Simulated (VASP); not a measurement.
Write the native input for VASP 6.6.1 that does the following.

```
Task                   : single point
Functional             : PBE
Potentials or basis    : VASP PAW PBE potentials, release 64 (Sb)
Cutoff                 : 520 eV
k mesh                 : 8 × 8 × 8
Occupations            : fermi-dirac, width 0.05 eV
Spin                   : no spin polarisation
Dipole correction      : no
Further INCAR settings : ALGO = Normal; EDIFF = 1e-06; NBANDS = 12
```

The structure of Sb lies in POSCAR:

```
Sb
1.0
    2.1293254410      1.2006439499      3.7580000000
   -2.1790745590      1.2868119499      3.7580000000
    0.0497491180     -2.4874558998      3.7580000000
Sb
2
Direct
    0.7672405606      0.7633953907      0.7640988789
    0.2327594394      0.2366046093      0.2359011211
```

These files were run (other wordings do the same):

INCAR

```
SYSTEM = Sb
PREC = Accurate
ENCUT = 520
EDIFF = 1E-6
ISMEAR = -1
SIGMA = 0.05
LREAL = .FALSE.
LASPH = .TRUE.
NELM = 100
ALGO = Normal
ISIF = 2
LWAVE = .FALSE.
LCHARG = .FALSE.
GGA = PE
NBANDS = 12
```

KPOINTS

```
Automatic mesh
0
G
  8 8 8
  0 0 0
```

Potentials or basis: VASP PAW PBE potentials, release 64 (Sb).

Run with:

```console
$ cat potpaw_PBE.64/Sb/POTCAR > POTCAR
$ mpirun -np 1 vasp_std > vasp.out
```

Results of the run:

* Pressure: 2.3 GPa
* Largest force: 0.027 eV/Å
* Band gap on the k mesh: zero (band 5 reaches 7.55 eV, above the bottom of band 6 at 6.84 eV)

Caveat: spin-orbit coupling is left out, which moves the levels of the heavy elements.

Run time: 120 s on 1 thread of Intel(R) Xeon(R) Platinum 8259CL CPU @ 2.50GHz (Skylake/Cascade Lake), with other jobs on the host, peak memory 0.31 GiB.
